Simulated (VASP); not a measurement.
ZnS, 4 atoms in the cell. It takes space group P6_3mc (No. 186, hexagonal). Conventional cell: a = 3.763 Å, b = 3.763 Å, c = 6.227 Å, α = 90.00°, β = 90.00°, γ = 120.00°. Within 3.1 Å of Zn (site symmetry 3m) lie 4 S at 2.31 to 2.32 Å. Within 3.1 Å of S (site symmetry 3m) lie 4 Zn at 2.31 to 2.32 Å.  This cell differs from its parent crystal: in-plane strain -0.005, then relaxed in part.

```yaml
Program: VASP 6.6.1
Task: single point
Functional: PBEsol
Potentials_or_basis: VASP PAW PBE potentials, release 64 (Zn, S)
Cutoff: 520 eV
k_mesh: 6 × 6 × 4
Occupations: gaussian, width 0.01 eV
Spin: no spin polarisation
Dipole_correction: no
Further_INCAR_settings: ALGO = Normal; EDIFF = 1e-07; NBANDS = 26
```

Potentials or basis: VASP PAW PBE potentials, release 64 (Zn, S).

Launch:

```console
$ cat potpaw_PBE.64/Zn/POTCAR potpaw_PBE.64/S/POTCAR > POTCAR
$ mpirun -np 1 vasp_std > vasp.out
```

Hardware: 1 thread of Intel(R) Xeon(R) Platinum 8259CL CPU @ 2.50GHz (Skylake/Cascade Lake) (shared host).

**Question.** How long does it take, and how much memory?

**Answer.** It took 35 s on 1 thread of Intel(R) Xeon(R) Platinum 8259CL CPU @ 2.50GHz (Skylake/Cascade Lake) (shared host), peak memory 0.2 GiB. Counts: scf iterations 15, k points 21.
